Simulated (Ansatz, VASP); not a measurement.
# TaN in VASP and in Ansatz

INCAR

```
SYSTEM = TaN
PREC     = Accurate       ! precision mode
ENCUT    = 520            ! plane-wave cutoff, eV
EDIFF    = 1E-6           ! SCF threshold, eV
ISMEAR   = -1             ! smearing method
SIGMA    = 0.02           ! smearing width, eV
LREAL    = .FALSE.        ! projectors in reciprocal space
LASPH    = .TRUE.         ! aspherical terms in the spheres
NELM     = 150            ! most SCF steps
ALGO     = Normal         ! electronic algorithm
ISIF     = 2              ! what is computed and relaxed
LWAVE    = .FALSE.        ! write WAVECAR
LCHARG   = .FALSE.        ! write CHGCAR
MAGMOM   = 0 0 0 0 0 0    ! initial moments
LORBIT   = 11             ! projections on sites
LSORBIT  = .TRUE.         ! spin-orbit coupling
GGA_COMPAT= .FALSE.      
LORBMOM  = .TRUE.       
LMAXMIX  = 4              ! l up to which the mixer works
GGA      = PE             ! functional
NBANDS   = 28             ! bands
```

Contents of KPOINTS:

```
Automatic mesh
0
G
  11 11 11
  0 0 0
```

File POSCAR:

```
TaN
1.0
    0.0000000000      2.2085294952      2.2085294952
    2.2085294952      0.0000000000      2.2085294952
    2.2085294952      2.2085294952      0.0000000000
Ta N
1 1
Direct
    0.5000000000      0.5000000000      0.5000000000
    0.0000000000      0.0000000000      0.0000000000
```

Input for Ansatz:

```yaml
crystal:
  lattice:
    - [0.0, 2.2085294952, 2.2085294952]
    - [2.2085294952, 0.0, 2.2085294952]
    - [2.2085294952, 2.2085294952, 0.0]
  atoms:
    - { symbol: Ta, position: [0.5, 0.5, 0.5] }
    - { symbol: "N", position: [0.0, 0.0, 0.0] }
kpoints:
  mp_grid: { grid: [11, 11, 11] }
  band_path:
    path:
      - [0.0, 0.0, 0.0]
      - [0.5, 0.0, 0.5]
      - [0.625, 0.25, 0.625]
      - [0.375, 0.375, 0.75]
      - [0.0, 0.0, 0.0]
      - [0.5, 0.5, 0.5]
      - [0.5, 0.25, 0.75]
      - [0.5, 0.0, 0.5]
    npoints: 8
scf:
  occupations: { method: fermi_dirac, width: 0.02 }
hamiltonian:
  xc: pbe
  pseudopotentials: { kind: all_electron, lapw: { basis_error: 0.0005 } }
output:
  forces: true
  stress: true
  eigenvalues: true
magnetization:
  noncollinear: true
  spin_orbit: true
```

Alike in both runs: task single point; functional PBE; k mesh 11 × 11 × 11; occupations fermi-dirac, width 0.02 eV; non-collinear spin, spin-orbit coupling.

```csv
,VASP,Ansatz
version,VASP 6.6.1,Ansatz 0.2.0
potentials or method,"VASP PAW PBE potentials, release 64 (Ta_pv, N), cutoff 520 eV",all-electron LAPW
```

```tsv
	VASP	Ansatz	Ansatz less VASP
pressure (GPa)	1.4	0.1	-1.31
net moment per atom (μB)	0.00	0.00	0.000
```

Ansatz ran all-electron here, and VASP with PAW potentials.
